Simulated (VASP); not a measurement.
Write the native input for VASP 6.6.1 that does the following.

- Task: relaxation of cell and atoms
- Functional: PBE
- Potentials or basis: VASP PAW PBE potentials, release 64 (Be)
- Cutoff: 600 eV
- k mesh: 30 × 30 × 30
- Occupations: gaussian, width 0.1 eV
- Spin: no spin polarisation
- Dipole correction: no
- Further INCAR settings: ALGO = Fast; EDIFF = 1e-07; IBRION = 2; EDIFFG = -0.01; NSW = 100; ISIF = 3

The structure of Be lies in POSCAR:

```
Be
1.0
   -1.2502759975      1.2502759975      1.2502759975
    1.2502759975     -1.2502759975      1.2502759975
    1.2502759975      1.2502759975     -1.2502759975
Be
1
Direct
    0.0000000000      0.0000000000      0.0000000000
```

This isn't the form of Be at room conditions, which is hcp.

One way to write it, as run:

INCAR

```
PREC     = Accurate       # precision mode
ENCUT    = 600            # plane-wave cutoff, eV
EDIFF    = 1E-7           # SCF threshold, eV
ISMEAR   = 0              # smearing method
SIGMA    = 0.1            # smearing width, eV
LREAL    = False          # projectors in reciprocal space
LASPH    = True           # aspherical terms in the spheres
NELM     = 80             # most SCF steps
ALGO     = Fast           # electronic algorithm
ISIF     = 3              # what is computed and relaxed
LWAVE    = False          # write WAVECAR
LCHARG   = False          # write CHGCAR
GGA      = PE             # functional
IBRION   = 2              # ionic algorithm
NSW      = 100            # ionic steps
EDIFFG   = -0.01          # ionic threshold
```

KPOINTS

```
regular mesh
0
Gamma
  30 30 30
```

Potentials or basis: VASP PAW PBE potentials, release 64 (Be).

Launch:

```bash
$ cat potpaw_PBE.64/Be/POTCAR > POTCAR
$ mpirun -np 1 vasp_std > vasp.out
```

It gave:

The pressure after relaxing is 0.1 GPa. The band gap on the k mesh is zero (bands 1 and 2 overlap by 5.35 eV).

Wall time 24 s on 1 thread of Intel(R) Xeon(R) Platinum 8488C (Sapphire Rapids), on a shared host, peak memory 0.15 GiB.
